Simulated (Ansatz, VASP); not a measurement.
**Two plane-wave programs on Si2W**

INCAR

```
  PREC = Accurate
  ENCUT = 520
  EDIFF = 1E-6
  ISMEAR = 0
  SIGMA = 0.15
  LREAL = F
  LASPH = T
  NELM = 100
  ALGO = Normal
  ISIF = 2
  LWAVE = F
  LCHARG = F
  GGA = PE
  NBANDS = 18
```

Contents of KPOINTS:

```
regular mesh
0
Gamma
  18 18 18
```

The input POSCAR:

```
Si2W
1.0
   -1.6386752609      1.6386752609      3.8190965631
    1.6386752609     -1.6386752609      3.8190965631
    1.6386752609      1.6386752609     -3.8190965631
Si W
2 1
Direct
    0.3557618575      0.3557618575      0.0000000000
    0.6442381425      0.6442381425      0.0000000000
    0.0000000000      0.0000000000      0.0000000000
```

Input for Ansatz:

```yaml
crystal:
  lattice:
    - [-1.6386752609, 1.6386752609, 3.8190965631]
    - [1.6386752609, -1.6386752609, 3.8190965631]
    - [1.6386752609, 1.6386752609, -3.8190965631]
  atoms:
    - { symbol: Si, position: [0.3557618575, 0.3557618575, 0.0] }
    - { symbol: Si, position: [0.6442381425, 0.6442381425, 0.0] }
    - { symbol: W, position: [0.0, 0.0, 0.0] }
basis:
  ecutwfc: 420
kpoints:
  mp_grid: { grid: [18, 18, 18] }
hamiltonian:
  xc: pbe
  pseudopotentials: { kind: paw, azcp: { folder: soft_1 } }
scf:
  occupations: { method: gaussian, width: 0.15 }
output:
  forces: true
  stress: true
  eigenvalues: true
```

Alike in both runs: task single point; functional PBE; k mesh 18 × 18 × 18; occupations gaussian, width 0.15 eV; no spin polarisation.

|  | VASP | Ansatz |
| --- | --- | --- |
| version | VASP 6.6.1 | Ansatz 0.2.0 |
| potentials or method | VASP PAW PBE potentials, release 64 (Si, W_sv), cutoff 520 eV | scalar-relativistic, plane waves, PAW |
| valence electrons in the cell | 22 | 22 |

VASP gave:

| Property | Result |
| --- | --- |
| gap on the k mesh at the Fermi level (eV) | none |
| pressure (GPa) | 10.2 |
| traceless stress, the component that is largest in VASP (GPa) | 19.51 |
| rms of the force components (eV/Å) | 2.311 |

Question: What did Ansatz give for the same quantities?

Answer: gap on the k mesh at the Fermi level (eV): none; pressure (GPa): 10.2; traceless stress, the component that is largest in VASP (GPa): 19.71; rms of the force components (eV/Å): 2.322.

Atom by atom the forces differ by 0.011 eV/Å (rms over components). A gap of «none» marks a metal or a gap that the smearing closes.

Neither program's run includes spin-orbit coupling.
